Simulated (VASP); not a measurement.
# GaAs in VASP: notebook

Aim: see how the results for GaAs move with the level of theory and the settings. Levels: PBE, r2SCAN. Tasks: electric field gradients.

Everything below comes from runs of VASP 6.6.1. Logs are shortened: lines on timing, memory, paths and dates and some standing lists are left out, and cuts for length are marked.

### Step 1. The cell of the first run

It takes space group F-43m (No. 216, cubic). The conventional cell has a = 5.597 Å, b = 5.597 Å, c = 5.597 Å, α = 90.00°, β = 90.00°, γ = 90.00°. Within 3.2 Å of Ga (site symmetry -43m) lie 4 As at 2.42 Å. As (site symmetry -43m) has 4 Ga at 2.42 Å within 3.2 Å.

### Step 2. Electric field gradients, PBE (volume scaled by 0.97)

The input, INCAR:

```
SYSTEM = GaAs
ALGO = Normal
EDIFF = 1E-8
ENCUT = 520
GGA = PE
ISIF = 2
ISMEAR = -1
LASPH = .TRUE.
LCHARG = .FALSE.
LEFG = .TRUE.
LREAL = .FALSE.
LWAVE = .FALSE.
NBANDS = 16
NELM = 100
PREC = Accurate
SIGMA = 0.05
```

The input, KPOINTS:

```
k-points
0
G
  11 11 11
  0 0 0
```

The input, POSCAR:

```
GaAs
1.0
    0.0000000000      2.7982940072      2.7982940072
    2.7982940072      0.0000000000      2.7982940072
    2.7982940072      2.7982940072      0.0000000000
Ga As
1 1
Direct
    0.0000000000      0.0000000000      0.0000000000
    0.7500000000      0.7500000000      0.7500000000
```

Potentials or basis: VASP PAW PBE potentials, release 64 (Ga_d, As).

Command:

```console
> cat potpaw_PBE.64/Ga_d/POTCAR potpaw_PBE.64/As/POTCAR > POTCAR
> mpirun -np 1 vasp_std > vasp.out
```

OUTCAR:

```text
SYSTEM = GaAs
   EDIFF = 1E-8
   ENCUT = 520
   GGA = PE
   ISIF = 2
   ISMEAR = -1
   LASPH = .TRUE.
   LREAL = .FALSE.
   NELM = 100
   PREC = Accurate

 ion  position               nearest neighbor table
   1  0.000  0.000  0.000-   2 2.42   2 2.42   2 2.42   2 2.42
   2  0.750  0.750  0.750-   1 2.42   1 2.42   1 2.42   1 2.42

  LATTYP: Found a face centered cubic cell.
 ALAT       =     5.5965880144

  Lattice vectors:

 A1 = (   0.0000000000,   2.7982940072,   2.7982940072)
 A2 = (   2.7982940072,   0.0000000000,   2.7982940072)
 A3 = (   2.7982940072,   2.7982940072,   0.0000000000)

Analysis of symmetry for initial positions (statically):
=====================================================================
 Subroutine PRICEL returns:
 Original cell was already a primitive cell.

 Routine SETGRP: Setting up the symmetry group for a
 face centered cubic supercell.

 Subroutine GETGRP returns: Found 24 space group operations
 (whereof 24 operations were pure point group operations)
 out of a pool of 48 trial point group operations.

The static configuration has the point symmetry T_d .

Analysis of symmetry for dynamics (positions and initial velocities):
=====================================================================
 Subroutine PRICEL returns:
 Original cell was already a primitive cell.

 Routine SETGRP: Setting up the symmetry group for a
 face centered cubic supercell.

 Subroutine GETGRP returns: Found 24 space group operations
 (whereof 24 operations were pure point group operations)
 out of a pool of 48 trial point group operations.

The dynamic configuration has the point symmetry T_d .

 Subroutine INISYM returns: Found 24 space group operations
 (whereof 24 operations are pure point group operations),
 and found     1 'primitive' translations

----------------------------------------------------------------------------------------

                                     Primitive cell

  volume of cell :      43.8238

  direct lattice vectors                    reciprocal lattice vectors
     0.000000000  2.798294007  2.798294007    -0.178680295  0.178680295  0.178680295
     2.798294007  0.000000000  2.798294007     0.178680295 -0.178680295  0.178680295
     2.798294007  2.798294007  0.000000000     0.178680295  0.178680295 -0.178680295

  length of vectors
     3.957385336  3.957385336  3.957385336     0.309483350  0.309483350  0.309483350

  position of ions in fractional coordinates (direct lattice)
     0.000000000  0.000000000  0.000000000
     0.750000000  0.750000000  0.750000000

  ion indices of the primitive-cell ions
   primitive index   ion index
                 1           1
                 2           2

----------------------------------------------------------------------------------------

 KPOINTS: k-points

Automatic generation of k-mesh.
 Grid dimensions read from file:
 generate k-points for:   11   11   11

 Generating k-lattice:

  Cartesian coordinates                     Fractional coordinates (reciprocal lattice)
    -0.016243663  0.016243663  0.016243663     0.090909091  0.000000000  0.000000000
     0.016243663 -0.016243663  0.016243663     0.000000000  0.090909091  0.000000000
     0.016243663  0.016243663 -0.016243663     0.000000000  0.000000000  0.090909091

  Length of vectors
     0.028134850  0.028134850  0.028134850

  Shift w.r.t. Gamma in fractional coordinates (k-lattice)
     0.000000000  0.000000000  0.000000000

 Subroutine IBZKPT returns following result:
 ===========================================

 Found     56 irreducible k-points:

 Following reciprocal coordinates:
            Coordinates               Weight
  0.000000  0.000000  0.000000      1.000000
  0.090909  0.000000  0.000000      8.000000
  0.181818  0.000000  0.000000      8.000000
  0.272727  0.000000  0.000000      8.000000
  0.363636  0.000000  0.000000      8.000000
  0.454545  0.000000  0.000000      8.000000
[... 16 lines left out ...]
 -0.272727  0.181818  0.000000     24.000000
 -0.181818  0.181818  0.000000     12.000000
 [... further k-points ...]
   k-points           NKPTS =     56   k-points in BZ     NKDIM =     56   number of bands    NBANDS=     16
   number of dos      NEDOS =    301   number of ions     NIONS =      2
   total plane-waves  NPLWV =  27000
   dimension x,y,z NGX =    30 NGY =   30 NGZ =   30
   dimension x,y,z NGXF=    60 NGYF=   60 NGZF=   60
   ions per type =               1   1
   NGX,Y,Z   is equivalent  to a cutoff of  12.60, 12.60, 12.60 a.u.
   NGXF,Y,Z  is equivalent  to a cutoff of  25.21, 25.21, 25.21 a.u.
 SYSTEM =  GaAs
   PREC   = accura    normal or accurate (medium, high low for compatibility)
   ISTART =      0    job   : 0-new  1-cont  2-samecut
   ICHARG =      2    charge: 1-file 2-atom 10-const
   ISPIN  =      1    spin polarized calculation?
   LNONCOLLINEAR =      F non collinear calculations
   LSORBIT =      F    spin-orbit coupling
   LASPH  =      T    aspherical Exc in radial PAW
   ENCUT  =  520.0 eV  38.22 Ry    6.18 a.u.   7.36  7.36  7.36*2*pi/ulx,y,z
   NELM   =    100;   NELMIN=  2; NELMDL= -5     # of ELM steps
   EDIFF  = 0.1E-07   stopping-criterion for ELM
   LREAL  =      F    real-space projection
   EDIFFG = 0.1E-06   stopping-criterion for IOM
   NSW    =      0    number of steps for IOM
   IBRION =     -1    ionic relax: 0-MD 1-quasi-New 2-CG
   NFREE  =      0    steps in history (QN), initial steepest desc. (CG)
   ISIF   =      2    stress and relaxation
   ISYM   =      2    0-nonsym 1-usesym 2-fastsym
   POTIM  = 0.5000    time-step for ionic-motion
   TEBEG  =    0.0;   TEEND  =   0.0 temperature during run
   PSTRESS=    0.0 pullay stress
   NELECT =      18.0000    total number of electrons
   NUPDOWN=      -1.0000    fix difference up-down
   EMIN   =  10.00;   EMAX   =-10.00  energy-range for DOS
   EFERMI =   0.00;   METHOD = LEGACY
   ISMEAR =    -1;   SIGMA  =   0.05  broadening in eV -4-tet -1-fermi 0-gaus
   EFERMI_NEDOS =   21; number of points for ismear=-14 and -15
   IALGO  =     38    algorithm
   IMIX   =      4    mixing-type and parameters
     AMIX     =   0.40;   BMIX     =  1.00
     AMIX_MAG =   1.60;   BMIX_MAG =  1.00
  volume/ion in A,a.u.               =      21.91       147.87
  Fermi-wavevector in a.u.,A,eV,Ry     =   1.216921  2.299647 20.148817  1.480896
  Thomas-Fermi vector in A             =   2.352259
   LORBIT       =      0    0 simple, 1 ext, 2 COOP (PROOUT), +10 PAW based schemes
   GGA     = PE    functional components
   LHFCALC =     F    Hartree Fock is set to
   AEXX    =    0.0000 exact exchange contribution
   IVDW    =     0    specifies the selected vdW correction
   LEPSILON=     F    determine dielectric tensor
   LRPA    =     F    only Hartree local field effects (RPA)
 non-spin polarized calculation
  energy-cutoff  :      520.00
  volume of cell :       43.82
 maximum number of plane-waves:      1243
 NGX is ok and might be reduce to    30
   NGX = 15   NGY = 15   NGZ = 15

 number of electron      18.0000014 magnetization

 Free energy of the ion-electron system (eV)
  ---------------------------------------------------
  ext. energy  EPLUGINS =         0.00000000
  ---------------------------------------------------
  free energy    TOTEN  =        -8.21171744 eV

  energy without entropy =       -8.21171586  energy(sigma->0) =       -8.21171665

 E-fermi :   4.6370     XC(G=0):  -9.7261

 val. band max:        4.2221949952   @ k =   0.0000   0.0000   0.0000
 cond. band min:       4.9753093208   @ k =   0.0000   0.0000   0.0000
 fundamental gap:      0.7531143256
 Fermi energy:         4.6369565945

 k-point     1 :       0.0000    0.0000    0.0000
  band No.  band energies     occupation
      1     -10.6419      2.00000
      2     -10.6419      2.00000
      3     -10.6419      2.00000
      4     -10.5549      2.00000
      5     -10.5549      2.00000
      6      -8.7270      2.00000
[... 8 lines left out ...]
     15      14.4209      0.00000
     16      14.4209      0.00000

 k-point     2 :       0.0909    0.0000    0.0000
  band No.  band energies     occupation
      1     -10.6506      2.00000
      2     -10.6398      2.00000
      3     -10.6398      2.00000
      4     -10.5550      2.00000
      5     -10.5550      2.00000
      6      -8.6250      2.00000
[... 8 lines left out ...]
     15      13.8005      0.00000
     16      13.8005      0.00000
[... 387 lines left out ...]
      5     -10.5532      2.00000
      6      -7.2308      2.00000
[... 8 lines left out ...]
     15      14.8264      0.00000
     16      16.5989      0.00000

 k-point    24 :      -0.1818    0.1818    0.0000
  band No.  band energies     occupation
      1     -10.7049      2.00000
      2     -10.6253      2.00000
      3     -10.6224      2.00000
      4     -10.5583      2.00000
      5     -10.5527      2.00000
      6      -7.7239      2.00000
[... 8 lines left out ...]
     15      14.5949      0.00000
     16      15.3334      0.00000

 [... further k-points ...]
[... 5 lines left out ...]
  --------------------------------------------------------------------------------------
  -------------------------------------------------------------------------------------
  Total        1.6353664      1.6353664      1.6353664      0.0000000     -0.0000000     -0.0000000
  in kB       59.7882206     59.7882206     59.7882206      0.0000000     -0.0000000     -0.0000000
  external PRESSURE =      59.7882206 kB  Pullay stress =       0.0000000 kB

 VOLUME and BASIS-vectors are now :
 -----------------------------------------------------------------------------
  energy-cutoff  :      520.00
  volume of cell :       43.82
      direct lattice vectors                 reciprocal lattice vectors
     0.000000000  2.798294007  2.798294007    -0.178680295  0.178680295  0.178680295
     2.798294007  0.000000000  2.798294007     0.178680295 -0.178680295  0.178680295
     2.798294007  2.798294007  0.000000000     0.178680295  0.178680295 -0.178680295

 POSITION                                       TOTAL-FORCE (eV/Angst)
 -----------------------------------------------------------------------------------
      0.00000      0.00000      0.00000         0.000000      0.000000      0.000000
      4.19744      4.19744      4.19744        -0.000000     -0.000000     -0.000000
 -----------------------------------------------------------------------------------
    total drift:                               -0.000001     -0.000001     -0.000001

  FREE ENERGIE OF THE ION-ELECTRON SYSTEM (eV)
  ---------------------------------------------------
  free  energy   TOTEN  =        -8.2117174423 eV

  energy  without entropy=       -8.2117158632  energy(sigma->0) =       -8.21171665

 Electric field gradients (V/A^2)
---------------------------------------------------------------------
 ion       V_xx      V_yy      V_zz      V_xy      V_xz      V_yz
---------------------------------------------------------------------
   1      -0.000     0.000    -0.000    -0.004    -0.004    -0.004
   2      -0.000    -0.000     0.000     0.000     0.000     0.000
---------------------------------------------------------------------

 Electric field gradients after diagonalization (V/A^2)
 (convention: |V_zz| > |V_xx| > |V_yy|)
----------------------------------------------------------------------
 ion       V_xx      V_yy      V_zz     asymmetry (V_yy - V_xx)/ V_zz
----------------------------------------------------------------------
   1       0.004     0.004    -0.007       0.000
   2      -0.000    -0.000     0.000       0.000
----------------------------------------------------------------------

           NMR quadrupolar parameters

 Cq : quadrupolar parameter    Cq=e*Q*V_zz/h
 eta: asymmetry parameters     (V_yy - V_xx)/ V_zz
 Q  : nuclear electric quadrupole moment in mb (millibarn)
----------------------------------------------------------------------
 ion       Cq(MHz)       eta       Q (mb)
----------------------------------------------------------------------
   1      -0.000       0.000       1.000
   2       0.000       0.000       1.000
----------------------------------------------------------------------
```

It took 67 s on 1 thread of Intel Xeon Platinum 8375C at 2.90GHz (Ice Lake), shared host; peak memory 0.19 GiB.

What came out:

| Quantity | Value |
| --- | --- |
| Free energy | -8.2117 eV |
| Pressure | 6.0 GPa |
| Band gap on the k mesh | 0.75 eV, direct |

Caveat: without QUAD_EFG the Cq values of the log hold for a quadrupole moment of 1 mb, not for the nuclei.

### Step 3. Electric field gradients, PBE (volume scaled by 0.98)

The input, INCAR:

```
PREC = Accurate ; ENCUT = 520
EDIFF = 1E-8 ; ISMEAR = -1
SIGMA = 0.05 ; LREAL = False
LASPH = True ; NELM = 60
ALGO = Normal ; ISIF = 2
LWAVE = False ; LCHARG = False
GGA = PE ; LEFG = True
NBANDS = 16
```

The input, KPOINTS:

```
Automatic mesh
0
Gamma
  11 11 11
```

The input, POSCAR:

```
GaAs
1.0
    0.0000000000      2.8078772807      2.8078772807
    2.8078772807      0.0000000000      2.8078772807
    2.8078772807      2.8078772807      0.0000000000
Ga As
1 1
Direct
    0.0000000000      0.0000000000      0.0000000000
    0.7500000000      0.7500000000      0.7500000000
```

Potentials or basis: VASP PAW PBE potentials, release 64 (Ga_d, As).

Command:

```console
> cat potpaw_PBE.64/Ga_d/POTCAR potpaw_PBE.64/As/POTCAR > POTCAR
> mpirun -np 1 vasp_std > vasp.out
```

OUTCAR:

```text
PREC = Accurate
   ENCUT = 520
   EDIFF = 1E-8
   ISMEAR = -1
   LREAL = False
   LASPH = True
   NELM = 60
   ISIF = 2
   GGA = PE

 ion  position               nearest neighbor table
   1  0.000  0.000  0.000-   2 2.43   2 2.43   2 2.43   2 2.43
   2  0.750  0.750  0.750-   1 2.43   1 2.43   1 2.43   1 2.43

  LATTYP: Found a face centered cubic cell.
 ALAT       =     5.6157545614

  Lattice vectors:

 A1 = (   0.0000000000,   2.8078772807,   2.8078772807)
 A2 = (   2.8078772807,   0.0000000000,   2.8078772807)
 A3 = (   2.8078772807,   2.8078772807,   0.0000000000)

Analysis of symmetry for initial positions (statically):
=====================================================================
 Subroutine PRICEL returns:
 Original cell was already a primitive cell.

 Routine SETGRP: Setting up the symmetry group for a
 face centered cubic supercell.

 Subroutine GETGRP returns: Found 24 space group operations
[... 643 lines left out ...]
  volume of cell :       44.28
      direct lattice vectors                 reciprocal lattice vectors
     0.000000000  2.807877281  2.807877281    -0.178070460  0.178070460  0.178070460
     2.807877281  0.000000000  2.807877281     0.178070460 -0.178070460  0.178070460
     2.807877281  2.807877281  0.000000000     0.178070460  0.178070460 -0.178070460

 POSITION                                       TOTAL-FORCE (eV/Angst)
 -----------------------------------------------------------------------------------
      0.00000      0.00000      0.00000        -0.000000     -0.000000     -0.000000
      4.21182      4.21182      4.21182         0.000000      0.000000      0.000000
 -----------------------------------------------------------------------------------
    total drift:                               -0.000001     -0.000001     -0.000001

  FREE ENERGIE OF THE ION-ELECTRON SYSTEM (eV)
  ---------------------------------------------------
  free  energy   TOTEN  =        -8.2273323146 eV

  energy  without entropy=       -8.2273291330  energy(sigma->0) =       -8.22733072

 Electric field gradients (V/A^2)
---------------------------------------------------------------------
 ion       V_xx      V_yy      V_zz      V_xy      V_xz      V_yz
---------------------------------------------------------------------
   1      -0.000    -0.000    -0.000    -0.003    -0.003    -0.003
   2       0.000    -0.000    -0.000     0.000     0.000     0.000
---------------------------------------------------------------------

 Electric field gradients after diagonalization (V/A^2)
 (convention: |V_zz| > |V_xx| > |V_yy|)
----------------------------------------------------------------------
 ion       V_xx      V_yy      V_zz     asymmetry (V_yy - V_xx)/ V_zz
----------------------------------------------------------------------
   1       0.003     0.003    -0.007       0.000
   2      -0.000    -0.000     0.000       0.000
----------------------------------------------------------------------

           NMR quadrupolar parameters

 Cq : quadrupolar parameter    Cq=e*Q*V_zz/h
 eta: asymmetry parameters     (V_yy - V_xx)/ V_zz
 Q  : nuclear electric quadrupole moment in mb (millibarn)
----------------------------------------------------------------------
 ion       Cq(MHz)       eta       Q (mb)
----------------------------------------------------------------------
   1      -0.000       0.000       1.000
   2       0.000       0.000       1.000
----------------------------------------------------------------------
```

OSZICAR:

```text
N       E                     dE             d eps       ncg     rms          rms(c)
DAV:   1     0.859904467099E+02    0.85990E+02   -0.90596E+03  1808   0.160E+03
DAV:   2    -0.160292644255E+01   -0.87593E+02   -0.83389E+02  2024   0.317E+02
DAV:   3    -0.829114396448E+01   -0.66882E+01   -0.66667E+01  2208   0.674E+01
DAV:   4    -0.838954276455E+01   -0.98399E-01   -0.98386E-01  2192   0.905E+00
DAV:   5    -0.839092007095E+01   -0.13773E-02   -0.13773E-02  2264   0.974E-01    0.296E+00
DAV:   6    -0.824704662094E+01    0.14387E+00   -0.21035E-01  2744   0.808E+00    0.180E+00
DAV:   7    -0.822602386806E+01    0.21023E-01   -0.65974E-02  2192   0.188E+00    0.563E-01
DAV:   8    -0.822682629556E+01   -0.80243E-03   -0.10470E-02  2128   0.116E+00    0.117E-01
DAV:   9    -0.822721963154E+01   -0.39334E-03   -0.94211E-04  2184   0.347E-01    0.494E-02
DAV:  10    -0.822728354035E+01   -0.63909E-04   -0.73123E-05  2424   0.943E-02    0.268E-02
DAV:  11    -0.822733172176E+01   -0.48181E-04   -0.66983E-05  1992   0.621E-02    0.282E-03
DAV:  12    -0.822733203144E+01   -0.30968E-06   -0.11705E-06  2288   0.158E-02    0.143E-03
DAV:  13    -0.822733228469E+01   -0.25325E-06   -0.48155E-07  2144   0.462E-03    0.657E-04
DAV:  14    -0.822733227306E+01    0.11625E-07   -0.58464E-09  1808   0.696E-04    0.492E-04
DAV:  15    -0.822733230876E+01   -0.35697E-07   -0.21954E-09  1696   0.383E-04    0.245E-05
DAV:  16    -0.822733231457E+01   -0.58071E-08   -0.36232E-10  1088   0.211E-04
   1 F= -.82273323E+01 E0= -.82273307E+01  d E =-.318159E-05
```

Wall time 68 s (1 thread of Intel Xeon Platinum 8375C at 2.90GHz (Ice Lake), shared host); peak memory 0.19 GiB.

Results:

| Item | Value |
| --- | --- |
| Free energy | -8.2273 eV |
| Pressure | 5.1 GPa |
| Band gap on the k mesh | 0.67 eV, direct |

Caveat: without QUAD_EFG the Cq values of the log hold for a quadrupole moment of 1 mb, not for the nuclei. A k mesh can miss the band edges.

(Continued in part 2 of 2.)
